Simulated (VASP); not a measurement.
Input of a VASP 6.6.1 run:

INCAR

```
SYSTEM = Li3Be2NbP4
  PREC = Accurate
  ENCUT = 520
  EDIFF = 1E-6
  ISMEAR = 0
  SIGMA = 0.1
  LREAL = .FALSE.
  LASPH = .TRUE.
  NELM = 80
  ALGO = Normal
  ISIF = 2
  LWAVE = .FALSE.
  LCHARG = .FALSE.
  GGA = PE
  NBANDS = 34
```

The input KPOINTS:

```
Automatic mesh
0
G
  6 6 2
  0 0 0
```

POSCAR

```
Li3Be2NbP4
1.0
    3.6692198376      0.0000000000      0.0000000000
    0.0000000000      3.6692198376      0.0000000000
    0.0000000000      0.0000000000     10.9820040136
Li Be Nb P
3 2 1 4
Direct
    0.0000000000      0.0000000000      0.5000000000
    0.0000000000      0.0000000000      0.0000000000
    0.5000000000      0.5000000000      0.5000000000
    0.5000000000      0.0000000000      0.6759489838
    0.0000000000      0.5000000000      0.3240510162
    0.5000000000      0.5000000000      0.0000000000
    0.0000000000      0.5000000000      0.8576587180
    0.5000000000      0.0000000000      0.3463038719
    0.5000000000      0.0000000000      0.1423412820
    0.0000000000      0.5000000000      0.6536961281
```

Potentials or basis: VASP PAW PBE potentials, release 64 (Li_sv, Be, Nb_sv, P).

Launch:

```bash
$ cat potpaw_PBE.64/Li_sv/POTCAR potpaw_PBE.64/Be/POTCAR potpaw_PBE.64/Nb_sv/POTCAR potpaw_PBE.64/P/POTCAR > POTCAR
$ mpirun -np 1 vasp_std > vasp.out
```

(1) Estimate the largest force.

(2) Estimate the band gap on the k mesh.

## Answers

(1) 0.038 eV/Å.

(2) zero (bands 23 and 24 overlap by 1.28 eV).
